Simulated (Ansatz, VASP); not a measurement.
## Al8H in VASP and in Ansatz

The input INCAR:

```
SYSTEM = Al8H
PREC = Accurate
ENCUT = 520
EDIFF = 1E-6
ISMEAR = 0
SIGMA = 0.1
LREAL = Auto
LASPH = .True.
NELM = 60
ALGO = Normal
ISIF = 2
LWAVE = .False.
LCHARG = .False.
LDIPOL = .True.
IDIPOL = 3
DIPOL = 0.5 0.5 0.292
GGA = PE
NBANDS = 40
```

KPOINTS

```
regular mesh
0
Gamma
  5 4 1
  0 0 0
```

POSCAR

```
Al8H
1.0
    5.7143028096      0.0000000000      0.0000000000
    0.0000000000      8.0812445328      0.0000000000
    0.0000000000      0.0000000000     22.2437981863
Al H
16 2
Direct
    0.2500000000      0.2500000000      0.1798254042
    0.2500000000      0.7500000000      0.1798254042
    0.7500000000      0.2500000000      0.1798254042
    0.7500000000      0.7500000000      0.1798254042
    0.0000000000      0.0000000000      0.2440489550
    0.0000000000      0.5000000000      0.2440489550
    0.5000000000      0.0000000000      0.2440489550
    0.5000000000      0.5000000000      0.2440489550
    0.2500000000      0.2500000000      0.3102692916
    0.2500000000      0.7500000000      0.3102692916
    0.7500000000      0.2500000000      0.3102692916
    0.7500000000      0.7500000000      0.3102692916
    0.0000000000      0.0000000000      0.3706110853
    0.0000000000      0.5000000000      0.3706110853
    0.5000000000      0.0000000000      0.3706110853
    0.5000000000      0.5000000000      0.3706110853
    0.7500000000     -0.0402165779      0.4196135079
    0.7500000000      0.0402165779      0.4196135079
```

Input for Ansatz:

```yaml
crystal:
  lattice:
    - [5.7143028096, 0.0, 0.0]
    - [0.0, 8.0812445328, 0.0]
    - [0.0, 0.0, 22.2437981863]
  atoms:
    - { symbol: Al, position: [0.25, 0.25, 0.1798254042] }
    - { symbol: Al, position: [0.25, 0.75, 0.1798254042] }
    - { symbol: Al, position: [0.75, 0.25, 0.1798254042] }
    - { symbol: Al, position: [0.75, 0.75, 0.1798254042] }
    - { symbol: Al, position: [0.0, 0.0, 0.244048955] }
    - { symbol: Al, position: [0.0, 0.5, 0.244048955] }
    - { symbol: Al, position: [0.5, 0.0, 0.244048955] }
    - { symbol: Al, position: [0.5, 0.5, 0.244048955] }
    - { symbol: Al, position: [0.25, 0.25, 0.3102692916] }
    - { symbol: Al, position: [0.25, 0.75, 0.3102692916] }
    - { symbol: Al, position: [0.75, 0.25, 0.3102692916] }
    - { symbol: Al, position: [0.75, 0.75, 0.3102692916] }
    - { symbol: Al, position: [0.0, 0.0, 0.3706110853] }
    - { symbol: Al, position: [0.0, 0.5, 0.3706110853] }
    - { symbol: Al, position: [0.5, 0.0, 0.3706110853] }
    - { symbol: Al, position: [0.5, 0.5, 0.3706110853] }
    - { symbol: H, position: [0.75, -0.0402165779, 0.4196135079] }
    - { symbol: H, position: [0.75, 0.0402165779, 0.4196135079] }
basis:
  ecutwfc: 420
kpoints:
  mp_grid: { grid: [5, 4, 1] }
hamiltonian:
  xc: pbe
scf:
  occupations: { method: gaussian, width: 0.1 }
output:
  forces: true
  eigenvalues: true
efield:
  axis: 3
  dipole_correction: true
  ramp_width: 0.04
```

Alike in both runs: task single point; functional PBE; k mesh 5 × 4 × 1; occupations gaussian, width 0.1 eV; no spin polarisation.

|  | VASP | Ansatz |
| --- | --- | --- |
| version | VASP 6.6.1 | Ansatz 0.2.0 |
| potentials or method | VASP PAW PBE potentials, release 64 (Al, H), cutoff 520 eV | scalar-relativistic, plane waves, PAW |
| valence electrons in the cell | 50 | 50 |

Ansatz gave:

```
gap on the k mesh at the Fermi level (eV) : none
rms of the force components (eV/Å)        : 1.421
```

Which values does VASP return?

gap on the k mesh at the Fermi level (eV): none; rms of the force components (eV/Å): 1.428.

Atom by atom the forces differ by 0.008 eV/Å (rms over components). A gap of «none» marks a metal or a gap that the smearing closes. The functional is the same, so the differences come from potentials, cutoffs and numerics.
